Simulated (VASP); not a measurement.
A run of VASP 6.6.1 is set up as follows.

Contents of INCAR:

```
ALGO = Normal
EDIFF = 1E-8
ENCUT = 520
ISIF = 2
ISMEAR = -1
LASPH = T
LCHARG = F
LEFG = T
LREAL = F
LWAVE = F
NBANDS = 16
NELM = 80
PREC = Accurate
SIGMA = 0.03
```

KPOINTS

```
k-points
0
Gamma
  6 6 5
```

File POSCAR:

```
Se
1.0
    4.3661999489      0.0000000000      0.0000000000
   -2.1830999745      3.7812400738      0.0000000000
    0.0000000000      0.0000000000      5.0031360000
Se
3
Direct
    0.2254000000      0.0000000000      0.3333333333
    0.0000000000      0.2254000000      0.6666666667
    0.7746000000      0.7746000000      0.0000000000
```

Potentials or basis: VASP PAW LDA potentials, release 64 (Se).

Launch:

```sh
$ cat potpaw_LDA.64/Se/POTCAR > POTCAR
$ mpirun -np 1 vasp_std > vasp.out
```

Question: Estimate the band gap on the k mesh.

Answer: 1.20 eV (least direct gap 1.32 eV).

Question: What does it give for the pressure?

Answer: -1.8 GPa.

Question: Estimate the largest force.

Answer: 0.149 eV/Å.

Forces in eV/Å, atoms in the order of the input:
```
Se   0.149  0.000  0.000
Se  -0.074  0.129  0.000
Se  -0.074 -0.129  0.000
```

Caveat: the cell differs from its parent crystal (zz strain of +1 %); without QUAD_EFG the Cq values of the log hold for a quadrupole moment of 1 mb, not for the nuclei; an odd mesh through Γ misses points on the zone boundary, where band edges can lie.
